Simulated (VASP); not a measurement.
# Cu (P6_3/mmc) in VASP: notebook

Runs on Cu. Level: PBE. Tasks: single point.

Everything below comes from runs of VASP 6.6.1. Logs are shortened: lines on timing, memory, paths and dates and some standing lists are left out, and cuts for length are marked.

## 1. The cell of the first run

Symmetry: P6_3/mmc, No. 194, hexagonal system. The conventional cell has a = 2.620 Å, b = 2.620 Å, c = 4.028 Å, α = 90.00°, β = 90.00°, γ = 120.00°. Cu (site symmetry -6m2) has 12 Cu at 2.52 to 2.62 Å within 3.3 Å.

This isn't the form of Cu at room conditions, which is fcc.

## 2. Single point, PBE (11.97 Å³/atom)

Contents of INCAR:

```
SYSTEM = Cu
PREC     = Accurate       ! precision mode
ENCUT    = 520            ! plane-wave cutoff, eV
EDIFF    = 1E-6           ! SCF threshold, eV
ISMEAR   = 0              ! smearing method
SIGMA    = 0.15           ! smearing width, eV
LREAL    = .False.        ! projectors in reciprocal space
LASPH    = .True.         ! aspherical terms in the spheres
NELM     = 60             ! most SCF steps
ALGO     = Fast           ! electronic algorithm
ISIF     = 2              ! what is computed and relaxed
LWAVE    = .False.        ! write WAVECAR
LCHARG   = .True.         ! write CHGCAR
GGA      = PE             ! functional
LELF     = .True.         ! ELF
LVHAR    = .True.       
NBANDS   = 18             ! bands
```

Contents of KPOINTS:

```
regular mesh
0
Gamma
  21 21 12
  0 0 0
```

Contents of POSCAR:

```
Cu
1.0
    2.6196834619      0.0000000000      0.0000000000
   -1.3098417310      2.2687124279      0.0000000000
    0.0000000000      0.0000000000      4.0275013544
Cu
2
Direct
    0.3333333333      0.6666666667      0.2500000000
    0.6666666667      0.3333333333      0.7500000000
```

Potentials or basis: VASP PAW PBE potentials, release 64 (Cu).

Started as:

```sh
$ cat potpaw_PBE.64/Cu/POTCAR > POTCAR
$ mpirun -np 1 vasp_std > vasp.out
```

OUTCAR:

```text
SYSTEM = Cu
   PREC = Accurate
   ENCUT = 520
   EDIFF = 1E-6
   ISMEAR = 0
   LREAL = .False.
   LASPH = .True.
   NELM = 60
   ISIF = 2
   GGA = PE

 ion  position               nearest neighbor table
   1  0.333  0.667  0.250-   2 2.52   2 2.52   2 2.52   2 2.52   2 2.52   2 2.52
   2  0.667  0.333  0.750-   1 2.52   1 2.52   1 2.52   1 2.52   1 2.52   1 2.52

  LATTYP: Found a hexagonal cell.
 ALAT       =     2.6196834619
 C/A-ratio  =     1.5374000000

  Lattice vectors:

 A1 = (   2.6196834619,   0.0000000000,   0.0000000000)
 A2 = (  -1.3098417310,   2.2687124279,   0.0000000000)
 A3 = (   0.0000000000,   0.0000000000,   4.0275013544)

Analysis of symmetry for initial positions (statically):
=====================================================================
 Subroutine PRICEL returns:
 Original cell was already a primitive cell.

 Routine SETGRP: Setting up the symmetry group for a
 hexagonal supercell.

 Subroutine GETGRP returns: Found 24 space group operations
 (whereof 12 operations were pure point group operations)
 out of a pool of 24 trial point group operations.

The static configuration has the point symmetry D_3d.
 The point group associated with its full space group is D_6h.

Analysis of symmetry for dynamics (positions and initial velocities):
=====================================================================
 Subroutine PRICEL returns:
 Original cell was already a primitive cell.

 Routine SETGRP: Setting up the symmetry group for a
 hexagonal supercell.

 Subroutine GETGRP returns: Found 24 space group operations
 (whereof 12 operations were pure point group operations)
 out of a pool of 24 trial point group operations.

The dynamic configuration has the point symmetry D_3d.
 The point group associated with its full space group is D_6h.

 Subroutine INISYM returns: Found 24 space group operations
 (whereof 12 operations are pure point group operations),
 and found     1 'primitive' translations

----------------------------------------------------------------------------------------

                                     Primitive cell

  volume of cell :      23.9367

  direct lattice vectors                    reciprocal lattice vectors
     2.619683462  0.000000000  0.000000000     0.381725508  0.220389325  0.000000000
    -1.309841731  2.268712428  0.000000000     0.000000000  0.440778649  0.000000000
     0.000000000  0.000000000  4.027501354     0.000000000  0.000000000  0.248292902

  length of vectors
     2.619683462  2.619683462  4.027501354     0.440778649  0.440778649  0.248292902

  position of ions in fractional coordinates (direct lattice)
     0.333333333  0.666666667  0.250000000
     0.666666667  0.333333333  0.750000000

  ion indices of the primitive-cell ions
   primitive index   ion index
                 1           1
                 2           2

----------------------------------------------------------------------------------------

 KPOINTS: regular mesh

Automatic generation of k-mesh.
 Grid dimensions read from file:
 generate k-points for:   21   21   12

 Generating k-lattice:

  Cartesian coordinates                     Fractional coordinates (reciprocal lattice)
     0.018177405  0.010494730  0.000000000     0.047619048  0.000000000  0.000000000
     0.000000000  0.020989459  0.000000000     0.000000000  0.047619048  0.000000000
     0.000000000  0.000000000  0.020691075     0.000000000  0.000000000  0.083333333

  Length of vectors
     0.020989459  0.020989459  0.020691075

  Shift w.r.t. Gamma in fractional coordinates (k-lattice)
     0.000000000  0.000000000  0.000000000

 Subroutine IBZKPT returns following result:
 ===========================================

 Found    336 irreducible k-points:

 Following reciprocal coordinates:
            Coordinates               Weight
  0.000000  0.000000  0.000000      1.000000
  0.047619  0.000000  0.000000      6.000000
  0.095238  0.000000  0.000000      6.000000
  0.142857  0.000000  0.000000      6.000000
  0.190476  0.000000  0.000000      6.000000
  0.238095  0.000000  0.000000      6.000000
[... 16 lines left out ...]
  0.142857  0.095238  0.000000     12.000000
  0.190476  0.095238  0.000000     12.000000
 [... further k-points ...]
   k-points           NKPTS =    336   k-points in BZ     NKDIM =    336   number of bands    NBANDS=     18
   number of dos      NEDOS =    301   number of ions     NIONS =      2
   total plane-waves  NPLWV =  12000
   dimension x,y,z NGX =    20 NGY =   20 NGZ =   30
   dimension x,y,z NGXF=    40 NGYF=   40 NGZF=   60
   ions per type =               2
   NGX,Y,Z   is equivalent  to a cutoff of  12.69, 12.69, 12.38 a.u.
   NGXF,Y,Z  is equivalent  to a cutoff of  25.38, 25.38, 24.77 a.u.
 SYSTEM =  Cu
   PREC   = accura    normal or accurate (medium, high low for compatibility)
   ISTART =      0    job   : 0-new  1-cont  2-samecut
   ICHARG =      2    charge: 1-file 2-atom 10-const
   ISPIN  =      1    spin polarized calculation?
   LNONCOLLINEAR =      F non collinear calculations
   LSORBIT =      F    spin-orbit coupling
   LASPH  =      T    aspherical Exc in radial PAW
   ENCUT  =  520.0 eV  38.22 Ry    6.18 a.u.   4.87  4.87  7.49*2*pi/ulx,y,z
   NELM   =     60;   NELMIN=  2; NELMDL= -5     # of ELM steps
   EDIFF  = 0.1E-05   stopping-criterion for ELM
   LREAL  =      F    real-space projection
   EDIFFG = 0.1E-04   stopping-criterion for IOM
   NSW    =      0    number of steps for IOM
   IBRION =     -1    ionic relax: 0-MD 1-quasi-New 2-CG
   NFREE  =      0    steps in history (QN), initial steepest desc. (CG)
   ISIF   =      2    stress and relaxation
   ISYM   =      2    0-nonsym 1-usesym 2-fastsym
   POTIM  = 0.5000    time-step for ionic-motion
   TEBEG  =    0.0;   TEEND  =   0.0 temperature during run
   PSTRESS=    0.0 pullay stress
   NELECT =      22.0000    total number of electrons
   NUPDOWN=      -1.0000    fix difference up-down
   EMIN   =  10.00;   EMAX   =-10.00  energy-range for DOS
   EFERMI =   0.00;   METHOD = LEGACY
   ISMEAR =     0;   SIGMA  =   0.15  broadening in eV -4-tet -1-fermi 0-gaus
   EFERMI_NEDOS =   21; number of points for ismear=-14 and -15
   IALGO  =     68    algorithm
   IMIX   =      4    mixing-type and parameters
     AMIX     =   0.40;   BMIX     =  1.00
     AMIX_MAG =   1.60;   BMIX_MAG =  1.00
  volume/ion in A,a.u.               =      11.97        80.77
  Fermi-wavevector in a.u.,A,eV,Ry     =   1.591699  3.007876 34.470458  2.533507
  Thomas-Fermi vector in A             =   2.690199
   LORBIT       =      0    0 simple, 1 ext, 2 COOP (PROOUT), +10 PAW based schemes
   GGA     = PE    functional components
   LHFCALC =     F    Hartree Fock is set to
   AEXX    =    0.0000 exact exchange contribution
   IVDW    =     0    specifies the selected vdW correction
   LEPSILON=     F    determine dielectric tensor
   LRPA    =     F    only Hartree local field effects (RPA)
 non-spin polarized calculation
 RMM-DIIS sequential band-by-band and
 Gauss-broadening in eV      SIGMA  =   0.15
  energy-cutoff  :      520.00
  volume of cell :       23.94
 maximum number of plane-waves:       675
 NGX is ok and might be reduce to    20
   NGX =  9   NGY =  9   NGZ = 15

 number of electron      22.0000023 magnetization

 Free energy of the ion-electron system (eV)
  ---------------------------------------------------
  ext. energy  EPLUGINS =         0.00000000
  ---------------------------------------------------
  free energy    TOTEN  =        -7.40852377 eV

  energy without entropy =       -7.39996992  energy(sigma->0) =       -7.40424684

 E-fermi :   7.3944     XC(G=0): -12.6459

 val. band max:        7.3907030243   @ k =   0.1429   0.0000   0.1667
 cond. band min:       7.4042136292   @ k =   0.4286   0.0952   0.1667
 fundamental gap:      0.0135106050
 Fermi energy:         7.3943802890

 k-point     1 :       0.0000    0.0000    0.0000
  band No.  band energies     occupation
      1      -1.8282      2.00000
      2       2.5184      2.00000
      3       4.4856      2.00000
      4       4.4856      2.00000
      5       4.6349      2.00000
      6       4.7357      2.00000
[... 10 lines left out ...]
     17      29.5129      0.00000
     18      29.5172      0.00000

 k-point     2 :       0.0476    0.0000    0.0000
  band No.  band energies     occupation
      1      -1.7585      2.00000
      2       2.5544      2.00000
      3       4.4284      2.00000
      4       4.5103      2.00000
      5       4.6837      2.00000
      6       4.7255      2.00000
[... 10 lines left out ...]
     17      30.3879      0.00000
     18      30.5186      0.00000

 k-point     3 :       0.0952    0.0000    0.0000
  band No.  band energies     occupation
      1      -1.5506      2.00000
      2       2.6570      2.00000
      3       4.3211      2.00000
      4       4.5828      2.00000
      5       4.6905      2.00000
      6       4.7052      2.00000
[... 10 lines left out ...]
     17      31.2677      0.00000
     18      31.8618      0.00000

 k-point     4 :       0.1429    0.0000    0.0000
  band No.  band energies     occupation
      1      -1.2090      2.00000
      2       2.8093      2.00000
      3       4.1995      2.00000
      4       4.4955      2.00000
      5       4.6469      2.00000
      6       4.6858      2.00000
[... 10 lines left out ...]
     17      29.8387      0.00000
     18      31.1486      0.00000

 k-point     5 :       0.1905    0.0000    0.0000
  band No.  band energies     occupation
      1      -0.7421      2.00000
      2       2.9792      2.00000
      3       4.0814      2.00000
      4       4.2042      2.00000
      5       4.6048      2.00000
      6       4.6057      2.00000
[... 10 lines left out ...]
     17      27.8392      0.00000
     18      29.4323      0.00000

 k-point     6 :       0.2381    0.0000    0.0000
  band No.  band energies     occupation
      1      -0.1647      2.00000
      2       3.1183      2.00000
      3       3.9206      2.00000
      4       3.9913      2.00000
      5       4.5215      2.00000
      6       4.5851      2.00000
[... 10 lines left out ...]
     17      25.9321      0.00000
     18      27.6727      0.00000

 k-point     7 :       0.2857    0.0000    0.0000
  band No.  band energies     occupation
      1       0.4965      2.00000
      2       3.1779      2.00000
      3       3.6763      2.00000
      4       3.9539      2.00000
      5       4.4404      2.00000
      6       4.6078      2.00000
[... 10 lines left out ...]
     17      24.4388      0.00000
     18      26.4451      0.00000

 k-point     8 :       0.3333    0.0000    0.0000
  band No.  band energies     occupation
      1       1.1931      2.00000
      2       3.1553      2.00000
      3       3.4797      2.00000
      4       3.9730      2.00000
      5       4.3683      2.00000
      6       4.6722      2.00000
[... 10 lines left out ...]
     17      22.9324      0.00000
     18      25.8785      0.00000
[... 229 lines left out ...]
     17      20.6977      0.00000
     18      26.1925      0.00000

 k-point    20 :       0.4286    0.0476    0.0000
  band No.  band energies     occupation
      1       2.5147      2.00000
      2       3.0073      2.00000
      3       3.2080      2.00000
      4       4.1888      2.00000
      5       4.2517      2.00000
      6       4.6184      2.00000
[... 10 lines left out ...]
     17      19.4818      0.00000
     18      26.0740      0.00000

 k-point    21 :       0.4762    0.0476    0.0000
  band No.  band energies     occupation
      1       2.6426      2.00000
      2       2.9732      2.00000
      3       3.1843      2.00000
      4       4.2420      2.00000
      5       4.2466      2.00000
      6       4.6102      2.00000
[... 10 lines left out ...]
     17      19.0666      0.00000
     18      26.0359      0.00000

 k-point    22 :       0.0952    0.0952    0.0000
  band No.  band energies     occupation
      1      -1.0068      2.00000
      2       2.8936      2.00000
      3       4.1280      2.00000
      4       4.3844      2.00000
      5       4.6105      2.00000
      6       4.6332      2.00000
[... 10 lines left out ...]
     17      29.8969      0.00000
     18      29.9796      0.00000

 k-point    23 :       0.1429    0.0952    0.0000
  band No.  band energies     occupation
      1      -0.5450      2.00000
      2       3.0545      2.00000
      3       4.0068      2.00000
      4       4.1210      2.00000
      5       4.5277      2.00000
      6       4.6020      2.00000
[... 10 lines left out ...]
     17      28.2366      0.00000
     18      29.1192      0.00000

 k-point    24 :       0.1905    0.0952    0.0000
  band No.  band energies     occupation
      1       0.0253      2.00000
      2       3.1912      2.00000
      3       3.8675      2.00000
      4       3.9027      2.00000
      5       4.4495      2.00000
      6       4.5907      2.00000
[... 10 lines left out ...]
     17      26.7727      0.00000
     18      28.3694      0.00000

 [... further k-points ...]
[... 5 lines left out ...]
  --------------------------------------------------------------------------------------
  -------------------------------------------------------------------------------------
  Total       -0.2100947     -0.2100947      1.2465452      0.0000000      0.0000000      0.0000000
  in kB      -14.0624763    -14.0624763     83.4362252      0.0000000      0.0000000      0.0000000
  external PRESSURE =      18.4370909 kB  Pullay stress =       0.0000000 kB

 VOLUME and BASIS-vectors are now :
 -----------------------------------------------------------------------------
  energy-cutoff  :      520.00
  volume of cell :       23.94
      direct lattice vectors                 reciprocal lattice vectors
     2.619683462  0.000000000  0.000000000     0.381725508  0.220389325  0.000000000
    -1.309841731  2.268712428  0.000000000     0.000000000  0.440778649  0.000000000
     0.000000000  0.000000000  4.027501354     0.000000000  0.000000000  0.248292902

 POSITION                                       TOTAL-FORCE (eV/Angst)
 -----------------------------------------------------------------------------------
     -0.00000      1.51247      1.00688         0.000000      0.000000     -0.000000
      1.30984      0.75624      3.02063         0.000000     -0.000000      0.000000
 -----------------------------------------------------------------------------------
    total drift:                               -0.000000      0.000000     -0.000000

  FREE ENERGIE OF THE ION-ELECTRON SYSTEM (eV)
  ---------------------------------------------------
  free  energy   TOTEN  =        -7.4085237714 eV

  energy  without entropy=       -7.3999699153  energy(sigma->0) =       -7.40424684
```

It took 3 min on 1 thread of Intel Xeon 8259CL, shared host; peak memory 0.23 GiB.

Results:

```
Free energy            : -7.4085 eV
Pressure               : 1.8 GPa
Band gap on the k mesh : zero (bands 11 and 12 overlap by 5.65 eV)
```

Stress tensor (GPa, compression positive):
```
-1.41  0.00  0.00
 0.00 -1.41  0.00
 0.00  0.00  8.34
```

Levels at points of the mesh, in eV from the Fermi level:
```csv
k point,band 8,band 9,band 10,band 11,band 12,band 13,band 14,band 15
"(0.00, 0.00, 0.00)",-2.58,-2.58,-1.68,-1.68,-0.35,4.58,20.27,20.27
"(0.00, 0.00, 0.50)",-3.01,-1.90,-1.90,-1.90,-1.90,13.96,13.96,21.20
```

Caveat: the stress differs along the axes, from -1 to 8 GPa.

[end of part 1 of 2]

The gap in the log of VASP goes by the Fermi energy; the results here count the filled bands.